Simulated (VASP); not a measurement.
The system is CaCdF4.

```
Cd F Ca
1.0
     1.86512    1.07683    6.09145
    -1.86512    1.07683    6.09145
     0.00000   -2.15365    6.09145
Cd F Ca
1 4 1
Direct
  0.00000 0.00000 0.00000
  0.12500 0.12500 0.12500
  0.37500 0.37500 0.37500
  0.62500 0.62500 0.62500
  0.87500 0.87500 0.87500
  0.50000 0.50000 0.50000
```

```yaml
Program: VASP 6.6.1
Task: relaxation of cell and atoms
Functional: PBE
Potentials_or_basis: VASP PAW PBE potentials, release 64 (Cd, F, Ca_sv)
Cutoff: 600 eV
k_mesh: 8 × 8 × 8
Occupations: fermi-dirac, width 0.02 eV
Spin: no spin polarisation
```

At the start: pressure 14.8 GPa; volume 12.23 Å³/atom.

**Question.** Where does the relaxation end?

**Answer.** Over 9 steps the energy falls by 68.3 meV/atom and the volume is 13.91 Å³/atom (+13.7 %); space group R-3m (No. 166, to 0.1 Å) before and after.

Step by step:
| step | energy change (eV) | largest force (eV/Å) | pressure (GPa) | volume (Å³) |
| --- | --- | --- | --- | --- |
| 1 | 0.0000 | 0.0757 | 14.76 | 73.40 |
| 2 | -0.3893 | 0.0457 | -2.45 | 86.04 |
| 3 | -0.4098 | 0.0303 | 0.09 | 83.36 |
| 4 | -0.4097 | 0.0317 | -0.12 | 83.56 |
| 5 | -0.4099 | 0.0215 | 0.00 | 83.44 |
| 6 | -0.4100 | 0.0139 | 0.10 | 83.35 |
| 7 | -0.4101 | 0.0057 | 0.04 | 83.42 |
| 8 | -0.4101 | 0.0053 | 0.00 | 83.46 |
| 9 | -0.4101 | 0.0044 | 0.00 | 83.46 |

Final structure:
```
Cd F Ca
1.0
     1.94438    1.12259    6.37257
    -1.94438    1.12259    6.37257
     0.00000   -2.24518    6.37257
Cd F Ca
1 4 1
Direct
  0.00000 0.00000 0.00000
  0.12491 0.12491 0.12491
  0.37499 0.37499 0.37499
  0.62501 0.62501 0.62501
  0.87509 0.87509 0.87509
  0.50000 0.50000 0.50000
```
